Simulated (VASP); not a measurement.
Write the native input for VASP 6.6.1 that does the following.

```yaml
Task: single point
Functional: LDA
Potentials_or_basis: VASP PAW LDA potentials, release 64 (Ti_sv, C)
Cutoff: 520 eV
k_mesh: 11 × 11 × 11
Occupations: fermi-dirac, width 0.05 eV
Spin: no spin polarisation
Dipole_correction: no
Further_INCAR_settings: ALGO = Normal; EDIFF = 1e-06; NBANDS = 15
```

The structure of TiC lies in POSCAR:

```
TiC
1.0
    0.0000000000      2.1308074889      2.1308074889
    2.1308074889      0.0000000000      2.1308074889
    2.1308074889      2.1308074889      0.0000000000
Ti C
1 1
Direct
    0.0000000000      0.0000000000      0.0000000000
    0.5000000000      0.5000000000      0.5000000000
```

The input as run:

INCAR

```
  PREC = Accurate
  ENCUT = 520
  EDIFF = 1E-6
  ISMEAR = -1
  SIGMA = 0.05
  LREAL = F
  LASPH = T
  NELM = 100
  ALGO = Normal
  ISIF = 2
  LWAVE = F
  LCHARG = F
  GGA = CA
  NBANDS = 15
```

KPOINTS

```
regular mesh
0
Gamma
  11 11 11
```

Potentials or basis: VASP PAW LDA potentials, release 64 (Ti_sv, C).

Run with:

```bash
$ cat potpaw_LDA.64/Ti_sv/POTCAR potpaw_LDA.64/C/POTCAR > POTCAR
$ mpirun -np 1 vasp_std > vasp.out
```

It gave:

* Pressure: 0.6 GPa
* Band gap on the k mesh: zero (band 8 reaches 10.47 eV, above the bottom of band 9 at 9.40 eV)

Wall time 13 s on 1 thread of Intel Xeon 6975P-C, with other jobs on the host, peak memory 0.13 GiB.
